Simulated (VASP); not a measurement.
# BaF2 (Frankdicksonite) (Fm-3m) in VASP: notebook

Aim: see how the results for BaF2 (Frankdicksonite) move with the level of theory and the settings. Levels: PBE, LDA, r2SCAN. Tasks: single point.

All numbers are computed with VASP 6.6.1; they aren't measurements. Logs are shortened: lines on timing, memory, paths and dates and some standing lists are left out, and cuts for length are marked.

## 1. The cell of the first run

Symmetry: Fm-3m, No. 225, cubic system. Conventional cell: a = 6.194 Å, b = 6.194 Å, c = 6.194 Å, α = 90.00°, β = 90.00°, γ = 90.00°. Ba (site symmetry m-3m) has 8 F at 2.68 Å within 3.5 Å. Within 3.5 Å of F (site symmetry -43m) lie 4 Ba at 2.68 Å and 6 F at 3.10 Å.

## 2. Single point, PBE

Contents of INCAR:

```
PREC = Accurate ; ENCUT = 600
EDIFF = 1E-6 ; ISMEAR = 0
SIGMA = 0.01 ; LREAL = False
LASPH = True ; NELM = 120
ALGO = Normal ; ISIF = 2
LWAVE = False ; LCHARG = False
GGA = PE ; NBANDS = 19
GGA_COMPAT = False
```

Contents of KPOINTS:

```
Automatic mesh
0
Gamma
  6 6 6
```

Contents of POSCAR:

```
BaF2
1.0
    0.0000000000      3.0971612412      3.0971612412
    3.0971612412      0.0000000000      3.0971612412
    3.0971612412      3.0971612412      0.0000000000
Ba F
1 2
Direct
    0.0000000000      0.0000000000      0.0000000000
    0.2500000000      0.2500000000      0.2500000000
    0.7500000000      0.7500000000      0.7500000000
```

Potentials or basis: VASP PAW PBE potentials, release 64 (Ba_sv, F).

On the command line:

```sh
cat potpaw_PBE.64/Ba_sv/POTCAR potpaw_PBE.64/F/POTCAR > POTCAR
mpirun -np 1 vasp_std > vasp.out
```

OUTCAR:

```text
PREC = Accurate
   ENCUT = 600
   EDIFF = 1E-6
   ISMEAR = 0
   LREAL = False
   LASPH = True
   NELM = 120
   ISIF = 2
   GGA = PE

 ion  position               nearest neighbor table
   1  0.000  0.000  0.000-   3 2.68   3 2.68   3 2.68   2 2.68   3 2.68   2 2.68   2 2.68   2 2.68

   2  0.250  0.250  0.250-   1 2.68   1 2.68   1 2.68   1 2.68
   3  0.750  0.750  0.750-   1 2.68   1 2.68   1 2.68   1 2.68

  LATTYP: Found a face centered cubic cell.
 ALAT       =     6.1943224824

  Lattice vectors:

 A1 = (   0.0000000000,   3.0971612412,   3.0971612412)
 A2 = (   3.0971612412,   0.0000000000,   3.0971612412)
 A3 = (   3.0971612412,   3.0971612412,   0.0000000000)

Analysis of symmetry for initial positions (statically):
=====================================================================
 Subroutine PRICEL returns:
 Original cell was already a primitive cell.

 Routine SETGRP: Setting up the symmetry group for a
 face centered cubic supercell.

 Subroutine GETGRP returns: Found 48 space group operations
 (whereof 48 operations were pure point group operations)
 out of a pool of 48 trial point group operations.

The static configuration has the point symmetry O_h .

Analysis of symmetry for dynamics (positions and initial velocities):
=====================================================================
 Subroutine PRICEL returns:
 Original cell was already a primitive cell.

 Routine SETGRP: Setting up the symmetry group for a
 face centered cubic supercell.

 Subroutine GETGRP returns: Found 48 space group operations
 (whereof 48 operations were pure point group operations)
 out of a pool of 48 trial point group operations.

The dynamic configuration has the point symmetry O_h .

 Subroutine INISYM returns: Found 48 space group operations
 (whereof 48 operations are pure point group operations),
 and found     1 'primitive' translations

----------------------------------------------------------------------------------------

                                     Primitive cell

  volume of cell :      59.4185

  direct lattice vectors                    reciprocal lattice vectors
     0.000000000  3.097161241  3.097161241    -0.161438156  0.161438156  0.161438156
     3.097161241  0.000000000  3.097161241     0.161438156 -0.161438156  0.161438156
     3.097161241  3.097161241  0.000000000     0.161438156  0.161438156 -0.161438156

[... 73 lines left out ...]
   LASPH  =      T    aspherical Exc in radial PAW
   ENCUT  =  600.0 eV  44.10 Ry    6.64 a.u.   8.75  8.75  8.75*2*pi/ulx,y,z
   NELM   =    120;   NELMIN=  2; NELMDL= -5     # of ELM steps
   EDIFF  = 0.1E-05   stopping-criterion for ELM
   LREAL  =      F    real-space projection
   EDIFFG = 0.1E-04   stopping-criterion for IOM
   NSW    =      0    number of steps for IOM
   IBRION =     -1    ionic relax: 0-MD 1-quasi-New 2-CG
   NFREE  =      0    steps in history (QN), initial steepest desc. (CG)
   ISIF   =      2    stress and relaxation
   ISYM   =      2    0-nonsym 1-usesym 2-fastsym
   POTIM  = 0.5000    time-step for ionic-motion
   TEBEG  =    0.0;   TEEND  =   0.0 temperature during run
   PSTRESS=    0.0 pullay stress
   NELECT =      24.0000    total number of electrons
   NUPDOWN=      -1.0000    fix difference up-down
   EMIN   =  10.00;   EMAX   =-10.00  energy-range for DOS
   EFERMI =   0.00;   METHOD = LEGACY
   ISMEAR =     0;   SIGMA  =   0.01  broadening in eV -4-tet -1-fermi 0-gaus
   EFERMI_NEDOS =   21; number of points for ismear=-14 and -15
   IALGO  =     38    algorithm
   IMIX   =      4    mixing-type and parameters
     AMIX     =   0.40;   BMIX     =  1.00
     AMIX_MAG =   1.60;   BMIX_MAG =  1.00
  volume/ion in A,a.u.               =      19.81       133.66
  Fermi-wavevector in a.u.,A,eV,Ry     =   1.210147  2.286846 19.925127  1.464456
  Thomas-Fermi vector in A             =   2.345703
   LORBIT       =      0    0 simple, 1 ext, 2 COOP (PROOUT), +10 PAW based schemes
   GGA     = PE    functional components
   LHFCALC =     F    Hartree Fock is set to
   AEXX    =    0.0000 exact exchange contribution
   IVDW    =     0    specifies the selected vdW correction
   LEPSILON=     F    determine dielectric tensor
   LRPA    =     F    only Hartree local field effects (RPA)
 non-spin polarized calculation
 Gauss-broadening in eV      SIGMA  =   0.01
  energy-cutoff  :      600.00
  volume of cell :       59.42
 maximum number of plane-waves:      2012
   NGX = 17   NGY = 17   NGZ = 17

 number of electron      24.0000001 magnetization

 Free energy of the ion-electron system (eV)
  ---------------------------------------------------
  ext. energy  EPLUGINS =         0.00000000
  ---------------------------------------------------
  free energy    TOTEN  =       -17.11004482 eV

  energy without entropy =      -17.11004482  energy(sigma->0) =      -17.11004482

 E-fermi :  -1.9901     XC(G=0):  -8.7135

 val. band max:       -2.0740939906   @ k =  -0.1667   0.1667   0.0000
 cond. band min:       4.7152417851   @ k =   0.0000   0.0000   0.0000
 fundamental gap:      6.7893357758
 Fermi energy:        -1.9900857553

 k-point     1 :       0.0000    0.0000    0.0000
  band No.  band energies     occupation
      1     -25.1532      2.00000
      2     -20.9984      2.00000
      3     -20.9462      2.00000
      4      -9.9866      2.00000
      5      -9.9866      2.00000
      6      -9.9866      2.00000
[... 329 lines left out ...]
      6      -9.9623      2.00000
[... 11 lines left out ...]
     18      12.4107      0.00000
     19      12.6746      0.00000

------------------------ aborting loop because EDIFF is reached ----------------------------------------

  FORCE on cell =-STRESS in cart. coord.  units (eV):
  Direction    XX          YY          ZZ          XY          YZ          ZX
  --------------------------------------------------------------------------------------
  -------------------------------------------------------------------------------------
  Total        0.9120202      0.9120202      0.9120202      0.0000000     -0.0000000      0.0000000
  in kB       24.5919844     24.5919844     24.5919844      0.0000000     -0.0000000      0.0000000
  external PRESSURE =      24.5919844 kB  Pullay stress =       0.0000000 kB

 VOLUME and BASIS-vectors are now :
 -----------------------------------------------------------------------------
  energy-cutoff  :      600.00
  volume of cell :       59.42
      direct lattice vectors                 reciprocal lattice vectors
     0.000000000  3.097161241  3.097161241    -0.161438156  0.161438156  0.161438156
     3.097161241  0.000000000  3.097161241     0.161438156 -0.161438156  0.161438156
     3.097161241  3.097161241  0.000000000     0.161438156  0.161438156 -0.161438156

 POSITION                                       TOTAL-FORCE (eV/Angst)
 -----------------------------------------------------------------------------------
      0.00000      0.00000      0.00000        -0.000000     -0.000000     -0.000000
      1.54858      1.54858      1.54858        -0.000000     -0.000000     -0.000000
      4.64574      4.64574      4.64574         0.000000      0.000000      0.000000
 -----------------------------------------------------------------------------------
    total drift:                                0.000000      0.000000      0.000000

  FREE ENERGIE OF THE ION-ELECTRON SYSTEM (eV)
  ---------------------------------------------------
  free  energy   TOTEN  =       -17.1100448242 eV

  energy  without entropy=      -17.1100448242  energy(sigma->0) =      -17.11004482
```

Run time: 37 s. Hardware: 1 thread of AMD EPYC 7R13, shared host; peak memory 0.18 GiB.

What came out:

| Property | Result |
| --- | --- |
| Free energy | -17.1100 eV |
| Pressure | 2.5 GPa |
| Band gap on the k mesh | 6.79 eV, indirect (least direct gap 6.86 eV) |

Levels at points of the mesh, in eV from the valence-band top:
| k point | band 8 | band 9 | band 10 | band 11 | band 12 | band 13 | band 14 | band 15 | band 16 | band 17 |
| --- | --- | --- | --- | --- | --- | --- | --- | --- | --- | --- |
| (0.00, 0.00, 0.00) | -1.49 | -1.49 | -0.07 | -0.07 | -0.07 | 6.79 | 9.20 | 9.20 | 11.42 | 11.42 |
| (0.50, 0.00, 0.00) | -1.08 | -0.66 | -0.34 | -0.15 | -0.15 | 9.13 | 9.20 | 9.20 | 9.81 | 11.61 |
| (0.50, 0.50, 0.00) | -0.35 | -0.35 | -0.32 | -0.32 | -0.12 | 7.26 | 9.03 | 10.69 | 11.98 | 11.98 |

Caveat: spin-orbit coupling is left out, which moves the levels of the heavy elements. A k mesh can miss the band edges.

## 3. Single point, LDA

Contents of INCAR:

```
PREC = Accurate ; ENCUT = 600
EDIFF = 1E-6 ; ISMEAR = 0
SIGMA = 0.01 ; LREAL = F
LASPH = T ; NELM = 120
ALGO = Normal ; ISIF = 2
LWAVE = F ; LCHARG = F
GGA = CA ; NBANDS = 19
GGA_COMPAT = F
```

KPOINTS is that of step 2.

POSCAR is that of step 2.

Potentials or basis: VASP PAW LDA potentials, release 64 (Ba_sv, F).

On the command line:

```sh
cat potpaw_LDA.64/Ba_sv/POTCAR potpaw_LDA.64/F/POTCAR > POTCAR
mpirun -np 1 vasp_std > vasp.out
```

It took 42 s on 1 thread of AMD EPYC 7R13, shared host; peak memory 0.15 GiB.

Results (log left out):

```yaml
Free_energy: -18.6025 eV
Pressure: -3.3 GPa
Band_gap_on_the_k_mesh: 6.42 eV, indirect (least direct gap 6.49 eV)
```

Levels at points of the mesh, in eV from the valence-band top:
```tsv
k point	band 9	band 10	band 11	band 12	band 13	band 14	band 15	band 16
(0.00, 0.00, 0.00)	-1.55	-0.07	-0.07	-0.07	6.42	9.10	9.10	11.36
(0.50, 0.00, 0.00)	-0.69	-0.35	-0.16	-0.16	8.97	9.08	9.08	9.40
(0.50, 0.50, 0.00)	-0.36	-0.31	-0.31	-0.13	7.02	8.91	10.68	11.98
```

Caveat: spin-orbit coupling is left out, which moves the levels of the heavy elements. A k mesh can miss the band edges.

## 4. Single point, r2SCAN

POSCAR is that of step 3.

Contents of INCAR.step1:

```
ALGO = Normal
EDIFF = 1E-5
ENCUT = 660
GGA = PE
GGA_COMPAT = F
ISMEAR = 0
LASPH = T
LCHARG = F
LREAL = F
LWAVE = T
NBANDS = 19
NELM = 120
PREC = Accurate
SIGMA = 0.01
```

Contents of INCAR.step2:

```
ALGO = Normal
EDIFF = 1E-6
ENCUT = 660
GGA_COMPAT = F
ISIF = 2
ISMEAR = 0
ISTART = 1
LASPH = T
LCHARG = F
LMIXTAU = T
LREAL = F
LWAVE = F
METAGGA = R2SCAN
NBANDS = 19
NELM = 120
PREC = Accurate
SIGMA = 0.01
```

Contents of KPOINTS:

```
k-points
0
Gamma
  6 6 6
```

Potentials or basis: VASP PAW PBE potentials, release 64 (Ba_sv, F).

On the command line:

```sh
cat potpaw_PBE.64/Ba_sv/POTCAR potpaw_PBE.64/F/POTCAR > POTCAR
cp INCAR.step1 INCAR
mpirun -np 1 vasp_std > vasp.out
cp INCAR.step2 INCAR
mpirun -np 1 vasp_std > vasp.out
```

Wall time 4.4 min (1 thread of AMD EPYC 7R13, shared host); peak memory 0.23 GiB.

The run converged. Its results:

```yaml
Free_energy: -45.0675 eV
Pressure: 0.9 GPa
Band_gap_on_the_k_mesh: 7.36 eV, indirect (least direct gap 7.43 eV)
```

Levels at points of the mesh, in eV from the valence-band top:
| k point | band 10 | band 11 | band 12 | band 13 | band 14 | band 15 |
| --- | --- | --- | --- | --- | --- | --- |
| (0.00, 0.00, 0.00) | -0.07 | -0.07 | -0.07 | 7.36 | 9.93 | 9.93 |
| (0.50, 0.00, 0.00) | -0.34 | -0.15 | -0.15 | 9.88 | 9.88 | 9.97 |
| (0.50, 0.50, 0.00) | -0.30 | -0.30 | -0.12 | 7.71 | 9.87 | 11.42 |

Caveat: the PAW data sets were made with another functional, which shifts forces and pressure a little; spin-orbit coupling is left out, which moves the levels of the heavy elements. A k mesh can miss the band edges.

## 5. Single point, PBE, non-collinear spin, zero start, spin-orbit coupling

Contents of INCAR:

```
PREC     = Accurate       # precision mode
ENCUT    = 600            # plane-wave cutoff, eV
EDIFF    = 1E-6           # SCF threshold, eV
ISMEAR   = 0              # smearing method
SIGMA    = 0.01           # smearing width, eV
LREAL    = False          # projectors in reciprocal space
LASPH    = True           # aspherical terms in the spheres
NELM     = 200            # most SCF steps
ALGO     = Normal         # electronic algorithm
ISIF     = 2              # what is computed and relaxed
LWAVE    = False          # write WAVECAR
LCHARG   = True           # write CHGCAR
MAGMOM   = 0 0 0 0 0 0 0 0 0 # initial moments
LORBIT   = 11             # projections on sites
LSORBIT  = True           # spin-orbit coupling
GGA_COMPAT= False        
LORBMOM  = True         
GGA      = PE             # functional
LVHAR    = True         
NBANDS   = 37             # bands
```

Contents of KPOINTS:

```
Automatic mesh
0
Gamma
  6 6 6
```

POSCAR is that of step 4.

On the command line:

```sh
cat potpaw_PBE.64/Ba_sv/POTCAR potpaw_PBE.64/F/POTCAR > POTCAR
mpirun -np 1 vasp_ncl > vasp.out
```

It took 3 min on 1 thread of AMD EPYC 7R13, shared host; peak memory 0.37 GiB.

Results (log left out):

```
Free energy                                           : -17.3011 eV
Pressure                                              : 2.4 GPa
Net moment                                            : 0.00 μB per cell
Valence electrons inside the program's atomic spheres : Ba 7.88; F 6.09
```

Moments on the atoms (μB; x, y, z):
```
Ba  0.00 0.00 0.00
F   0.00 0.00 0.00
F   0.00 0.00 0.00
```

## 6. Summary

```csv
level,potentials or basis,spin,cutoff (eV),gap on the mesh (eV),pressure (GPa)
PBE,"VASP PAW PBE potentials, release 64 (Ba_sv, F)",off,600,6.79,2.5
LDA,"VASP PAW LDA potentials, release 64 (Ba_sv, F)",off,600,6.42,-3.3
r2SCAN,"VASP PAW PBE potentials, release 64 (Ba_sv, F)",off,660,7.36,0.9
PBE,"VASP PAW PBE potentials, release 64 (Ba_sv, F)","non-collinear, zero start, SOC",600,-,2.4
```

Alike in all rows: task single point; cell as given; k mesh 6 × 6 × 6; smearing gaussian 0.01 eV.

Caveats: spin-orbit coupling is left out, which moves the levels of the heavy elements (some runs); the PAW data sets were made with another functional, which shifts forces and pressure a little (some runs).

Absolute energies hang on the potentials; compare differences alone.
